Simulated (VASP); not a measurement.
# CoSi2 (fluorite type) (Fm-3m) in VASP: single point with PBE

Aim: the single point of CoSi2 (fluorite type) with PBE.

All numbers are computed with VASP 6.6.1; they aren't measurements. Logs are shortened: lines on timing, memory, paths and dates and some standing lists are left out, and cuts for length are marked.

## Step 1: The cell of the first run

The structure is cubic, space group Fm-3m (No. 225). Conventional cell: a = 5.360 Å, b = 5.360 Å, c = 5.360 Å, α = 90.00°, β = 90.00°, γ = 90.00°. Within 3.1 Å of Co (site symmetry m-3m) lie 8 Si at 2.32 Å. Si (site symmetry -43m) has 4 Co at 2.32 Å and 6 Si at 2.68 Å within 3.1 Å.

## Step 2: Single point, PBE

INCAR

```
SYSTEM = CoSi2
ALGO     = Normal         ! electronic algorithm
EDIFF    = 1E-6           ! SCF threshold, eV
ENCUT    = 520            ! plane-wave cutoff, eV
GGA      = PE             ! functional
ISIF     = 2              ! what is computed and relaxed
ISMEAR   = -1             ! smearing method
LASPH    = .TRUE.         ! aspherical terms in the spheres
LCHARG   = .FALSE.        ! write CHGCAR
LREAL    = .FALSE.        ! projectors in reciprocal space
LWAVE    = .FALSE.        ! write WAVECAR
NBANDS   = 16             ! bands
NELM     = 80             ! most SCF steps
PREC     = Accurate       ! precision mode
SIGMA    = 0.1            ! smearing width, eV
```

KPOINTS

```
k-points
0
G
  11 11 11
  0 0 0
```

POSCAR

```
CoSi2
1.0
    0.0000000000      2.6799488197      2.6799488197
    2.6799488197      0.0000000000      2.6799488197
    2.6799488197      2.6799488197      0.0000000000
Co Si
1 2
Direct
    0.0000000000      0.0000000000      0.0000000000
    0.2500000000      0.2500000000      0.2500000000
    0.7500000000      0.7500000000      0.7500000000
```

Potentials or basis: VASP PAW PBE potentials, release 64 (Co, Si).

Started as:

```
> cat potpaw_PBE.64/Co/POTCAR potpaw_PBE.64/Si/POTCAR > POTCAR
> mpirun -np 1 vasp_std > vasp.out
```

OUTCAR:

```text
SYSTEM = CoSi2
   EDIFF = 1E-6
   ENCUT = 520
   GGA = PE
   ISIF = 2
   ISMEAR = -1
   LASPH = .TRUE.
   LREAL = .FALSE.
   NELM = 80
   PREC = Accurate

 ion  position               nearest neighbor table
   1  0.000  0.000  0.000-   3 2.32   3 2.32   3 2.32   2 2.32   3 2.32   2 2.32   2 2.32   2 2.32

   2  0.250  0.250  0.250-   1 2.32   1 2.32   1 2.32   1 2.32   3 2.68   3 2.68   3 2.68   3 2.68
                             3 2.68   3 2.68
   3  0.750  0.750  0.750-   1 2.32   1 2.32   1 2.32   1 2.32   2 2.68   2 2.68   2 2.68   2 2.68
                             2 2.68   2 2.68

  LATTYP: Found a face centered cubic cell.
 ALAT       =     5.3598976394

  Lattice vectors:

 A1 = (   0.0000000000,   2.6799488197,   2.6799488197)
 A2 = (   2.6799488197,   0.0000000000,   2.6799488197)
 A3 = (   2.6799488197,   2.6799488197,   0.0000000000)

Analysis of symmetry for initial positions (statically):
=====================================================================
 Subroutine PRICEL returns:
 Original cell was already a primitive cell.

 Routine SETGRP: Setting up the symmetry group for a
 face centered cubic supercell.

 Subroutine GETGRP returns: Found 48 space group operations
 (whereof 48 operations were pure point group operations)
 out of a pool of 48 trial point group operations.

The static configuration has the point symmetry O_h .

Analysis of symmetry for dynamics (positions and initial velocities):
=====================================================================
 Subroutine PRICEL returns:
 Original cell was already a primitive cell.

 Routine SETGRP: Setting up the symmetry group for a
 face centered cubic supercell.

 Subroutine GETGRP returns: Found 48 space group operations
 (whereof 48 operations were pure point group operations)
 out of a pool of 48 trial point group operations.

The dynamic configuration has the point symmetry O_h .

 Subroutine INISYM returns: Found 48 space group operations
 (whereof 48 operations are pure point group operations),
 and found     1 'primitive' translations

----------------------------------------------------------------------------------------

                                     Primitive cell

  volume of cell :      38.4955

  direct lattice vectors                    reciprocal lattice vectors
     0.000000000  2.679948820  2.679948820    -0.186570727  0.186570727  0.186570727
     2.679948820  0.000000000  2.679948820     0.186570727 -0.186570727  0.186570727
     2.679948820  2.679948820  0.000000000     0.186570727  0.186570727 -0.186570727

  length of vectors
     3.790019967  3.790019967  3.790019967     0.323149979  0.323149979  0.323149979

  position of ions in fractional coordinates (direct lattice)
     0.000000000  0.000000000  0.000000000
     0.250000000  0.250000000  0.250000000
     0.750000000  0.750000000  0.750000000

  ion indices of the primitive-cell ions
   primitive index   ion index
                 1           1
                 2           2
                 3           3

----------------------------------------------------------------------------------------

 KPOINTS: k-points

Automatic generation of k-mesh.
 Grid dimensions read from file:
 generate k-points for:   11   11   11

 Generating k-lattice:

  Cartesian coordinates                     Fractional coordinates (reciprocal lattice)
    -0.016960975  0.016960975  0.016960975     0.090909091  0.000000000  0.000000000
     0.016960975 -0.016960975  0.016960975     0.000000000  0.090909091  0.000000000
     0.016960975  0.016960975 -0.016960975     0.000000000  0.000000000  0.090909091

  Length of vectors
     0.029377271  0.029377271  0.029377271

  Shift w.r.t. Gamma in fractional coordinates (k-lattice)
     0.000000000  0.000000000  0.000000000

 Subroutine IBZKPT returns following result:
 ===========================================

 Found     56 irreducible k-points:

 Following reciprocal coordinates:
            Coordinates               Weight
  0.000000  0.000000  0.000000      1.000000
  0.090909  0.000000  0.000000      8.000000
  0.181818  0.000000  0.000000      8.000000
  0.272727  0.000000  0.000000      8.000000
  0.363636  0.000000  0.000000      8.000000
  0.454545  0.000000  0.000000      8.000000
[... 16 lines left out ...]
 -0.272727  0.181818  0.000000     24.000000
 -0.181818  0.181818  0.000000     12.000000
 [... further k-points ...]
   k-points           NKPTS =     56   k-points in BZ     NKDIM =     56   number of bands    NBANDS=     16
   number of dos      NEDOS =    301   number of ions     NIONS =      3
   total plane-waves  NPLWV =  21952
   dimension x,y,z NGX =    28 NGY =   28 NGZ =   28
   dimension x,y,z NGXF=    56 NGYF=   56 NGZF=   56
   ions per type =               1   2
   NGX,Y,Z   is equivalent  to a cutoff of  12.28, 12.28, 12.28 a.u.
   NGXF,Y,Z  is equivalent  to a cutoff of  24.56, 24.56, 24.56 a.u.
 SYSTEM =  CoSi2
   PREC   = accura    normal or accurate (medium, high low for compatibility)
   ISTART =      0    job   : 0-new  1-cont  2-samecut
   ICHARG =      2    charge: 1-file 2-atom 10-const
   ISPIN  =      1    spin polarized calculation?
   LNONCOLLINEAR =      F non collinear calculations
   LSORBIT =      F    spin-orbit coupling
   LASPH  =      T    aspherical Exc in radial PAW
   ENCUT  =  520.0 eV  38.22 Ry    6.18 a.u.   7.05  7.05  7.05*2*pi/ulx,y,z
   NELM   =     80;   NELMIN=  2; NELMDL= -5     # of ELM steps
   EDIFF  = 0.1E-05   stopping-criterion for ELM
   LREAL  =      F    real-space projection
   EDIFFG = 0.1E-04   stopping-criterion for IOM
   NSW    =      0    number of steps for IOM
   IBRION =     -1    ionic relax: 0-MD 1-quasi-New 2-CG
   NFREE  =      0    steps in history (QN), initial steepest desc. (CG)
   ISIF   =      2    stress and relaxation
   ISYM   =      2    0-nonsym 1-usesym 2-fastsym
   POTIM  = 0.5000    time-step for ionic-motion
   TEBEG  =    0.0;   TEEND  =   0.0 temperature during run
   PSTRESS=    0.0 pullay stress
   NELECT =      17.0000    total number of electrons
   NUPDOWN=      -1.0000    fix difference up-down
   EMIN   =  10.00;   EMAX   =-10.00  energy-range for DOS
   EFERMI =   0.00;   METHOD = LEGACY
   ISMEAR =    -1;   SIGMA  =   0.10  broadening in eV -4-tet -1-fermi 0-gaus
   EFERMI_NEDOS =   21; number of points for ismear=-14 and -15
   IALGO  =     38    algorithm
   IMIX   =      4    mixing-type and parameters
     AMIX     =   0.40;   BMIX     =  1.00
     AMIX_MAG =   1.60;   BMIX_MAG =  1.00
  volume/ion in A,a.u.               =      12.83        86.59
  Fermi-wavevector in a.u.,A,eV,Ry     =   1.246679  2.355882 21.146290  1.554208
  Thomas-Fermi vector in A             =   2.380846
   LORBIT       =      0    0 simple, 1 ext, 2 COOP (PROOUT), +10 PAW based schemes
   GGA     = PE    functional components
   LHFCALC =     F    Hartree Fock is set to
   AEXX    =    0.0000 exact exchange contribution
   IVDW    =     0    specifies the selected vdW correction
   LEPSILON=     F    determine dielectric tensor
   LRPA    =     F    only Hartree local field effects (RPA)
 non-spin polarized calculation
  energy-cutoff  :      520.00
  volume of cell :       38.50
 maximum number of plane-waves:      1044
   NGX = 15   NGY = 15   NGZ = 15

 number of electron      16.9999995 magnetization

 Free energy of the ion-electron system (eV)
  ---------------------------------------------------
  ext. energy  EPLUGINS =         0.00000000
  ---------------------------------------------------
  free energy    TOTEN  =       -19.31283995 eV

  energy without entropy =      -19.27819010  energy(sigma->0) =      -19.29551502

 E-fermi :  10.0676     XC(G=0): -11.7364

 val. band max:       10.0368821317   @ k =  -0.2727   0.2727   0.0000
 cond. band min:      10.0721038675   @ k =   0.3636   0.1818   0.0000
 fundamental gap:      0.0352217358
 Fermi energy:        10.0676120024

 k-point     1 :       0.0000    0.0000    0.0000
  band No.  band energies     occupation
      1      -3.0443      2.00000
      2       5.9949      2.00000
      3       5.9949      2.00000
      4       5.9949      2.00000
      5       8.1617      2.00000
      6       8.1617      2.00000
[... 8 lines left out ...]
     15      15.7217      0.00000
     16      15.7217      0.00000

 k-point     2 :       0.0909    0.0000    0.0000
  band No.  band energies     occupation
      1      -2.9190      2.00000
      2       5.6834      2.00000
      3       6.0395      2.00000
      4       6.0395      2.00000
      5       8.1246      2.00000
      6       8.1246      2.00000
[... 8 lines left out ...]
     15      15.3597      0.00000
     16      15.4973      0.00000

 k-point     3 :       0.1818    0.0000    0.0000
  band No.  band energies     occupation
      1      -2.5460      2.00000
      2       4.8704      2.00000
      3       6.1598      2.00000
      4       6.1598      2.00000
      5       8.0488      2.00000
      6       8.0488      2.00000
[... 8 lines left out ...]
     15      15.7985      0.00000
     16      16.5836      0.00000

 k-point     4 :       0.2727    0.0000    0.0000
  band No.  band energies     occupation
      1      -1.9343      2.00000
      2       3.7470      2.00000
      3       6.3123      2.00000
      4       6.3123      2.00000
      5       8.0250      2.00000
      6       8.0250      2.00000
[... 8 lines left out ...]
     15      17.0680      0.00000
     16      17.8773      0.00000

 k-point     5 :       0.3636    0.0000    0.0000
  band No.  band energies     occupation
      1      -1.1020      2.00000
      2       2.4750      2.00000
      3       6.4317      2.00000
      4       6.4317      2.00000
      5       8.1479      2.00000
      6       8.1479      2.00000
[... 8 lines left out ...]
     15      18.5588      0.00000
     16      19.2447      0.00000

 k-point     6 :       0.4545    0.0000    0.0000
  band No.  band energies     occupation
      1      -0.1006      2.00000
      2       1.2215      2.00000
      3       6.4843      2.00000
      4       6.4843      2.00000
      5       7.9365      2.00000
      6       8.3850      2.00000
[... 8 lines left out ...]
     15      20.0553      0.00000
     16      20.7203      0.00000
[... 267 lines left out ...]
 k-point    21 :      -0.4545    0.1818    0.0000
  band No.  band energies     occupation
      1       0.6170      2.00000
      2       1.2076      2.00000
      3       5.5727      2.00000
      4       6.5670      2.00000
      5       6.9378      2.00000
      6       8.1576      2.00000
[... 8 lines left out ...]
     15      20.0306      0.00000
     16      20.4301      0.00000

 k-point    22 :      -0.3636    0.1818    0.0000
  band No.  band energies     occupation
      1      -0.0341      2.00000
      2       1.9045      2.00000
      3       5.3764      2.00000
      4       6.7637      2.00000
      5       7.2704      2.00000
      6       7.7142      2.00000
[... 8 lines left out ...]
     15      18.6970      0.00000
     16      19.4855      0.00000

 k-point    23 :      -0.2727    0.1818    0.0000
  band No.  band energies     occupation
      1      -0.9793      2.00000
      2       3.0198      2.00000
      3       5.3893      2.00000
      4       6.8543      2.00000
      5       7.4331      2.00000
      6       7.8491      2.00000
[... 8 lines left out ...]
     15      17.4892      0.00000
     16      20.5504      0.00000

 k-point    24 :      -0.1818    0.1818    0.0000
  band No.  band energies     occupation
      1      -1.7313      2.00000
      2       3.9055      2.00000
      3       5.6374      2.00000
      4       6.6368      2.00000
      5       7.5510      2.00000
      6       8.2813      2.00000
[... 8 lines left out ...]
     15      17.1100      0.00000
     16      19.9482      0.00000

 [... further k-points ...]
[... 5 lines left out ...]
  --------------------------------------------------------------------------------------
  -------------------------------------------------------------------------------------
  Total       -0.0439021     -0.0439021     -0.0439021     -0.0000000     -0.0000000      0.0000000
  in kB       -1.8272006     -1.8272006     -1.8272006     -0.0000000     -0.0000000      0.0000000
  external PRESSURE =      -1.8272006 kB  Pullay stress =       0.0000000 kB

 VOLUME and BASIS-vectors are now :
 -----------------------------------------------------------------------------
  energy-cutoff  :      520.00
  volume of cell :       38.50
      direct lattice vectors                 reciprocal lattice vectors
     0.000000000  2.679948820  2.679948820    -0.186570727  0.186570727  0.186570727
     2.679948820  0.000000000  2.679948820     0.186570727 -0.186570727  0.186570727
     2.679948820  2.679948820  0.000000000     0.186570727  0.186570727 -0.186570727

 POSITION                                       TOTAL-FORCE (eV/Angst)
 -----------------------------------------------------------------------------------
      0.00000      0.00000      0.00000        -0.000000      0.000000     -0.000000
      1.33997      1.33997      1.33997         0.000000      0.000000      0.000000
      4.01992      4.01992      4.01992        -0.000000     -0.000000     -0.000000
 -----------------------------------------------------------------------------------
    total drift:                               -0.000000     -0.000000      0.000000

  FREE ENERGIE OF THE ION-ELECTRON SYSTEM (eV)
  ---------------------------------------------------
  free  energy   TOTEN  =       -19.3128399463 eV

  energy  without entropy=      -19.2781900988  energy(sigma->0) =      -19.29551502
```

Run time: 55 s. Hardware: 1 thread of Intel Xeon 8259CL, shared host; peak memory 0.18 GiB.

Results:

| Quantity | Value |
| --- | --- |
| Free energy | -19.3128 eV |
| Pressure | -0.2 GPa |

Levels at points of the mesh, in eV from the Fermi level:
| k point | band 5 | band 6 | band 7 | band 8 | band 9 | band 10 | band 11 | band 12 | band 13 | band 14 |
| --- | --- | --- | --- | --- | --- | --- | --- | --- | --- | --- |
| (0.00, 0.00, 0.00) | -1.91 | -1.91 | 0.73 | 3.39 | 3.39 | 3.39 | 3.44 | 3.44 | 3.44 | 5.65 |

Spin polarisation is off, so any magnetic state and its effect on volume and gap are missing.
